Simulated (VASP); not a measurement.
Wanted: the native input for a VASP 6.6.1 run.

* Task: single point
* Functional: RPBE
* Potentials or basis: VASP PAW PBE potentials, release 64 (Tl_d)
* Cutoff: 520 eV
* k mesh: 12 × 12 × 11
* Occupations: fermi-dirac, width 0.1 eV
* Spin: no spin polarisation
* Dipole correction: no
* Further INCAR settings: ALGO = Normal; EDIFF = 1e-07; NBANDS = 20

The structure of Tl lies in POSCAR:

```
Tl
1.0
   -4.2064851011      4.1249164197      1.7113010209
    4.1249164197     -4.2064851011      1.7113010209
    2.3324088162      2.3324088162     -1.8606942102
Tl
2
Direct
    0.9974817750      0.0025182250      1.0000000000
    0.7525182250      0.2474817750      0.5000000000
```

One way to write it, as run:

INCAR

```
SYSTEM = Tl
PREC = Accurate ; ENCUT = 520
EDIFF = 1E-7 ; ISMEAR = -1
SIGMA = 0.1 ; LREAL = .False.
LASPH = .True. ; NELM = 60
ALGO = Normal ; ISIF = 2
LWAVE = .False. ; LCHARG = .True.
GGA = RP ; LELF = .True.
LVHAR = .True. ; NBANDS = 20
```

KPOINTS

```
regular mesh
0
Gamma
  12 12 11
  0 0 0
```

Potentials or basis: VASP PAW PBE potentials, release 64 (Tl_d).

Run with:

```console
$ cat potpaw_PBE.64/Tl_d/POTCAR > POTCAR
$ mpirun -np 1 vasp_std > vasp.out
```

It gave:

| Item | Value |
| --- | --- |
| Pressure | 0.8 GPa |
| Largest force | 0.033 eV/Å |
| Band gap on the k mesh | zero (bands 13 and 14 overlap by 4.89 eV) |

Caveat: the PAW data sets were made with another functional, which shifts forces and pressure a little; spin-orbit coupling is left out, which moves the levels of the heavy elements.

Wall time 4.6 min on 1 thread of Intel(R) Xeon(R) 6975P-C (Granite Rapids), on a shared host, peak memory 0.57 GiB.
